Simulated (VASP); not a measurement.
A run of VASP 6.6.1 is set up as follows.

The input INCAR:

```
ALGO = Normal
EDIFF = 1E-8
ENCUT = 400
GGA = PE
GGA_COMPAT = False
ISIF = 2
ISMEAR = -1
LASPH = True
LCHARG = False
LEFG = True
LREAL = False
LWAVE = False
NBANDS = 35
NELM = 120
PREC = Accurate
SIGMA = 0.08
```

KPOINTS

```
k-points
0
Gamma
  11 11 3
```

Contents of POSCAR:

```
WSe2
1.0
    3.2241984815      0.0000000000      0.0000000000
   -1.6120992407      2.7922377918      0.0000000000
    0.0000000000      0.0000000000     12.9700000000
W Se
2 4
Direct
    0.3333333333      0.6666666667      0.2500000000
    0.6666666667      0.3333333333      0.7500000000
    0.3333333333      0.6666666667      0.6210000000
    0.6666666667      0.3333333333      0.1210000000
    0.3333333333      0.6666666667      0.8790000000
    0.6666666667      0.3333333333      0.3790000000
```

Potentials or basis: VASP PAW PBE potentials, release 64 (W_sv, Se).

Run with:

```bash
$ cat potpaw_PBE.64/W_sv/POTCAR potpaw_PBE.64/Se/POTCAR > POTCAR
$ mpirun -np 1 vasp_std > vasp.out
```

(1) Predict the band gap on the k mesh.

(2) Predict the largest force.

Results:

(1) 0.97 eV (least direct gap 1.95 eV).

(2) 0.691 eV/Å.

Caveat: the cell differs from its parent crystal (equal xx and yy strain of -2 %); without QUAD_EFG the Cq values of the log hold for a quadrupole moment of 1 mb, not for the nuclei; spin-orbit coupling is left out, which moves the levels of the heavy elements.
